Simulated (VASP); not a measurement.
# Al (Im-3m) in VASP: a series of runs, part 2 of 3

VASP 6.6.1.

## Step 3: Single point, RPBE+D4, collinear spin, ferromagnetic start (volume scaled by 1.25)

Contents of INCAR:

```
SYSTEM = Al
ALGO = Normal ; EDIFF = 1E-6
ENCUT = 520 ; GGA = RP
ISIF = 2 ; ISMEAR = 0
ISPIN = 2 ; IVDW = 13
LASPH = .True. ; LCHARG = .False.
LORBIT = 11 ; LREAL = .False.
LWAVE = .False. ; MAGMOM = 1
NBANDS = 12 ; NELM = 150
NUPDOWN = 1.0 ; PREC = Accurate
SIGMA = 0.01
```

Contents of KPOINTS:

```
k-points
0
Gamma
  12 12 12
  0 0 0
```

Contents of POSCAR:

```
Al
1.0
   -1.7140883726      1.7140883726      1.7140883726
    1.7140883726     -1.7140883726      1.7140883726
    1.7140883726      1.7140883726     -1.7140883726
Al
1
Direct
    0.0000000000      0.0000000000      0.0000000000
```

Potentials or basis: VASP PAW PBE potentials, release 64 (Al).

The run is started by

```sh
cat potpaw_PBE.64/Al/POTCAR > POTCAR
mpirun -np 1 vasp_std > vasp.out
```

OUTCAR:

```text
SYSTEM = Al
   EDIFF = 1E-6
   ENCUT = 520
   GGA = RP
   ISIF = 2
   ISMEAR = 0
   ISPIN = 2
   IVDW = 13
   LASPH = .True.
   LORBIT = 11
   LREAL = .False.
   NELM = 150
   NUPDOWN = 1.0
   PREC = Accurate

 ion  position               nearest neighbor table
   1  0.000  0.000  0.000-

  LATTYP: Found a body centered cubic cell.
 ALAT       =     3.4281767452

  Lattice vectors:

 A1 = (  -1.7140883726,   1.7140883726,   1.7140883726)
 A2 = (   1.7140883726,  -1.7140883726,   1.7140883726)
 A3 = (   1.7140883726,   1.7140883726,  -1.7140883726)

Analysis of symmetry for initial positions (statically):
=====================================================================
 Subroutine PRICEL returns:
 Original cell was already a primitive cell.

 Routine SETGRP: Setting up the symmetry group for a
 body centered cubic supercell.

 Subroutine GETGRP returns: Found 48 space group operations
[... 9 lines left out ...]

 Routine SETGRP: Setting up the symmetry group for a
 body centered cubic supercell.

 Subroutine GETGRP returns: Found 48 space group operations
 (whereof 48 operations were pure point group operations)
 out of a pool of 48 trial point group operations.

The dynamic configuration has the point symmetry O_h .

Analysis of structural, dynamic, and magnetic symmetry:
=====================================================================
 Subroutine PRICEL returns:
 Original cell was already a primitive cell.

 Routine SETGRP: Setting up the symmetry group for a
 body centered cubic supercell.

 Subroutine GETGRP returns: Found 48 space group operations
 (whereof 48 operations were pure point group operations)
 out of a pool of 48 trial point group operations.

The overall configuration has the point symmetry O_h .

 Subroutine INISYM returns: Found 48 space group operations
[... 5 lines left out ...]
                                     Primitive cell

  volume of cell :      20.1446

  direct lattice vectors                    reciprocal lattice vectors
    -1.714088373  1.714088373  1.714088373     0.000000000  0.291700246  0.291700246
     1.714088373 -1.714088373  1.714088373     0.291700246  0.000000000  0.291700246
     1.714088373  1.714088373 -1.714088373     0.291700246  0.291700246  0.000000000

  length of vectors
     2.968888150  2.968888150  2.968888150     0.412526444  0.412526444  0.412526444

  position of ions in fractional coordinates (direct lattice)
     0.000000000  0.000000000  0.000000000

  ion indices of the primitive-cell ions
   primitive index   ion index
                 1           1

----------------------------------------------------------------------------------------

 KPOINTS: k-points

Automatic generation of k-mesh.
 Grid dimensions read from file:
 generate k-points for:   12   12   12

 Generating k-lattice:

  Cartesian coordinates                     Fractional coordinates (reciprocal lattice)
     0.000000000  0.024308354  0.024308354     0.083333333  0.000000000  0.000000000
     0.024308354  0.000000000  0.024308354     0.000000000  0.083333333  0.000000000
     0.024308354  0.024308354  0.000000000     0.000000000  0.000000000  0.083333333

[... 56 lines left out ...]
   EDIFF  = 0.1E-05   stopping-criterion for ELM
   LREAL  =      F    real-space projection
   EDIFFG = 0.1E-04   stopping-criterion for IOM
   NSW    =      0    number of steps for IOM
   IBRION =     -1    ionic relax: 0-MD 1-quasi-New 2-CG
   NFREE  =      0    steps in history (QN), initial steepest desc. (CG)
   ISIF   =      2    stress and relaxation
   ISYM   =      2    0-nonsym 1-usesym 2-fastsym
   POTIM  = 0.5000    time-step for ionic-motion
   TEBEG  =    0.0;   TEEND  =   0.0 temperature during run
   PSTRESS=    0.0 pullay stress
   NELECT =       3.0000    total number of electrons
   NUPDOWN=       1.0000    fix difference up-down
   EMIN   =  10.00;   EMAX   =-10.00  energy-range for DOS
   EFERMI =   0.00;   METHOD = LEGACY
   ISMEAR =     0;   SIGMA  =   0.01  broadening in eV -4-tet -1-fermi 0-gaus
   EFERMI_NEDOS =   21; number of points for ismear=-14 and -15
   IALGO  =     38    algorithm
   IMIX   =      4    mixing-type and parameters
     AMIX     =   0.40;   BMIX     =  1.00
     AMIX_MAG =   1.60;   BMIX_MAG =  1.00
  volume/ion in A,a.u.               =      20.14       135.94
  Fermi-wavevector in a.u.,A,eV,Ry     =   0.867752  1.639813 10.245087  0.752993
  Thomas-Fermi vector in A             =   1.986331
   LORBIT       =     11    0 simple, 1 ext, 2 COOP (PROOUT), +10 PAW based schemes
   GGA     = RP    functional components
   LHFCALC =     F    Hartree Fock is set to
   AEXX    =    0.0000 exact exchange contribution
   IVDW    =    13    specifies the selected vdW correction
   LEPSILON=     F    determine dielectric tensor
   LRPA    =     F    only Hartree local field effects (RPA)
 spin polarized calculation
 Gauss-broadening in eV      SIGMA  =   0.01
  energy-cutoff  :      520.00
  volume of cell :       20.14
 maximum number of plane-waves:       555
 NGX is ok and might be reduce to    24
   NGX = 11   NGY = 11   NGZ = 11

 number of electron       3.0000000 magnetization       1.0000000

 Free energy of the ion-electron system (eV)
  ---------------------------------------------------
  ext. energy  EPLUGINS =         0.00000000
  ---------------------------------------------------
  free energy    TOTEN  =        -2.57380226 eV

  energy without entropy =       -2.57375681  energy(sigma->0) =       -2.57377954

 E-fermi :   4.5129     XC(G=0):  -9.3897

 val. band max:        7.4403804083   @ k =   0.2500   0.1667   0.1667
 cond. band min:       4.5155483560   @ k =   0.3333   0.1667   0.1667
 fundamental gap:     -2.9248320523
 Fermi energy:         7.4935118628

 spin component 1

 k-point     1 :       0.0000    0.0000    0.0000
  band No.  band energies     occupation
      1      -4.2005      1.00000
      2      17.6708      0.00000
      3      17.6708      0.00000
      4      17.6708      0.00000
      5      17.7966      0.00000
      6      17.7966      0.00000
      7      17.7966      0.00000
      8      20.4869      0.00000
      9      20.4869      0.00000
     10      22.4414      0.00000
     11      22.4414      0.00000
     12      22.4414      0.00000
[... 333 lines left out ...]
      1       2.3244      1.00000
      2       2.3320      1.00000
      3      10.1736      0.00000
      4      10.2264      0.00000
      5      17.9938      0.00000
      6      18.2685      0.00000
      7      24.4119      0.00000
      8      25.1572      0.00000
      9      26.4320      0.00000
     10      27.9323      0.00000
     11      29.9872      0.00000
     12      35.4607      0.00000

 [... further k-points ...]

 spin component 2

 k-point     1 :       0.0000    0.0000    0.0000
  band No.  band energies     occupation
      1      -3.0211      1.00000
      2      18.8796      0.00000
      3      18.8796      0.00000
      4      18.8796      0.00000
      5      18.9733      0.00000
      6      18.9733      0.00000
      7      18.9733      0.00000
      8      21.5752      0.00000
      9      21.5752      0.00000
     10      23.6328      0.00000
     11      23.6328      0.00000
     12      23.6328      0.00000
[... 333 lines left out ...]
      1       3.4868      1.00000
      2       3.5260      1.00000
      3      11.3404      0.00000
      4      11.4239      0.00000
      5      19.1565      0.00000
      6      19.3813      0.00000
      7      25.5689      0.00000
      8      26.2817      0.00000
      9      27.5175      0.00000
     10      29.0804      0.00000
     11      31.0828      0.00000
     12      36.6347      0.00000

 [... further k-points ...]

------------------------ aborting loop because EDIFF is reached ----------------------------------------

  DFT-D4 for vdW energy calculation

  Edisp (eV):   -0.54851

  FORCE on cell =-STRESS in cart. coord.  units (eV):
  Direction    XX          YY          ZZ          XY          YZ          ZX
  --------------------------------------------------------------------------------------
  -------------------------------------------------------------------------------------
  Total      -0.87608    -0.87608    -0.87608    -0.00000     0.00000    -0.00000
  in kB     -69.67775   -69.67775   -69.67775    -0.00000     0.00000    -0.00000
  external pressure =      -69.68 kB  Pullay stress =        0.00 kB

 VOLUME and BASIS-vectors are now :
 -----------------------------------------------------------------------------
  energy-cutoff  :      520.00
  volume of cell :       20.14
      direct lattice vectors                 reciprocal lattice vectors
    -1.714088373  1.714088373  1.714088373     0.000000000  0.291700246  0.291700246
     1.714088373 -1.714088373  1.714088373     0.291700246  0.000000000  0.291700246
     1.714088373  1.714088373 -1.714088373     0.291700246  0.291700246  0.000000000

 POSITION                                       TOTAL-FORCE (eV/Angst)
 -----------------------------------------------------------------------------------
      0.00000      0.00000      0.00000        -0.000000      0.000000      0.000000
 -----------------------------------------------------------------------------------
    total drift:                                0.000000     -0.000000     -0.000000

  FREE ENERGIE OF THE ION-ELECTRON SYSTEM (eV)
  ---------------------------------------------------
  free  energy   TOTEN  =        -3.1223124155 eV

  energy  without entropy=       -3.1222669654  energy(sigma->0) =       -3.12228969

 total charge

# of ion       s       p       d       tot
------------------------------------------
    1        0.449   0.279   0.000   0.728

 magnetization (x)

# of ion       s       p       d       tot
------------------------------------------
    1        0.099   0.139   0.000   0.238
```

It took 16 s on 1 thread of AMD EPYC 9R45 (Zen 5), shared host; peak memory 0.12 GiB.

What came out:

```yaml
Free_energy: -3.1223 eV
Pressure: -7.0 GPa
Net_moment: 1.00 μB per cell
Site_moments: Al +0.24 μB
Valence_electrons_inside_the_program's_atomic_spheres: Al 0.73
Dispersion_energy_per_atom: -0.549 eV
```

Caveat: the PAW data sets were made with another functional, which shifts forces and pressure a little; the total moment is fixed, so each spin has its own Fermi level.

(Part 2 of 3 ends here.)
